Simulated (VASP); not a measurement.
Write the native input for VASP 6.6.1 that does the following.

```
Task                   : single point
Functional             : PBE
Potentials or basis    : VASP PAW PBE potentials, release 64 (Li_sv)
Cutoff                 : 520 eV
k mesh                 : 16 × 16 × 16
Occupations            : gaussian, width 0.05 eV
Spin                   : no spin polarisation
Dipole correction      : no
Further INCAR settings : ALGO = Normal; EDIFF = 1e-06; NBANDS = 8
```

The structure of Li lies in POSCAR:

```
Li
1.0
    0.0000000000      2.1953812868      2.1953812868
    2.1953812868      0.0000000000      2.1953812868
    2.1953812868      2.1953812868      0.0000000000
Li
1
Direct
    0.0000000000      0.0000000000      0.0000000000
```

This isn't the form of Li at room conditions, which is bcc.

One way to write it, as run:

INCAR

```
SYSTEM = Li
PREC = Accurate
ENCUT = 520
EDIFF = 1E-6
ISMEAR = 0
SIGMA = 0.05
LREAL = .False.
LASPH = .True.
NELM = 60
ALGO = Normal
ISIF = 2
LWAVE = .False.
LCHARG = .False.
GGA = PE
NBANDS = 8
```

KPOINTS

```
regular mesh
0
Gamma
  16 16 16
  0 0 0
```

Potentials or basis: VASP PAW PBE potentials, release 64 (Li_sv).

Launch:

```bash
$ cat potpaw_PBE.64/Li_sv/POTCAR > POTCAR
$ mpirun -np 1 vasp_std > vasp.out
```

Results of the run:

```
Band gap on the k mesh : zero (an odd number of electrons rules out a gap without spin polarisation)
```

Wall time 11 s on 1 thread of Intel Xeon 8259CL, with other jobs on the host, peak memory 0.14 GiB.
